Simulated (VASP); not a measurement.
MoS2:

```
Mo S
1.0
     3.16900    0.00000    0.00000
    -1.58450    2.74443    0.00000
     0.00000    0.00000   12.32400
Mo S
2 4
Direct
  0.66667 0.33333 0.75000
  0.33333 0.66667 0.25000
  0.66667 0.33333 0.37700
  0.33333 0.66667 0.87700
  0.66667 0.33333 0.12300
  0.33333 0.66667 0.62300
```

Base run:

- Program: VASP 6.6.1
- Functional: RPBE
- Potentials or basis: VASP PAW PBE potentials, release 64 (Mo_sv, S)
- Cutoff: 520 eV
- k mesh: 10 × 10 × 3
- Occupations: fermi-dirac, width 0.05 eV
- Spin: no spin polarisation

Its results: band gap on the k mesh 0.99 eV, indirect (least direct gap 1.87 eV); pressure 4.5 GPa; largest force 0.024 eV/Å.

Task: After a change of settings the same cell gave: band gap on the k mesh 0.99 eV, indirect (least direct gap 1.87 eV); pressure -3.6 GPa; largest force 0.072 eV/Å. Which change was it?
A. dispersion from none to D4
B. functional from RPBE to BLYP; further incar settings from ALGO = Normal; EDIFF = 1e-07; NBANDS = 35 to ALGO = Normal; EDIFF = 1e-06; NBANDS = 35
C. further incar settings from ALGO = Normal; EDIFF = 1e-07; NBANDS = 35 to ALGO = Normal; EDIFF = 1e-06; NBANDS = 35; dispersion from none to D3(BJ)
D. functional from RPBE to PBE; further incar settings from ALGO = Normal; EDIFF = 1e-07; NBANDS = 35 to ALGO = Normal; EDIFF = 1e-06; NBANDS = 35

Result: A.

Dispersion adds attraction, which lowers the pressure at fixed volume and, as a term added to the energy, leaves the levels alone.

Caveats: the PAW data sets were made with another functional, which shifts forces and pressure a little; this functional lacks dispersion, which binds the layers, so the pressure and a relaxed spacing across them are unreliable (some runs).
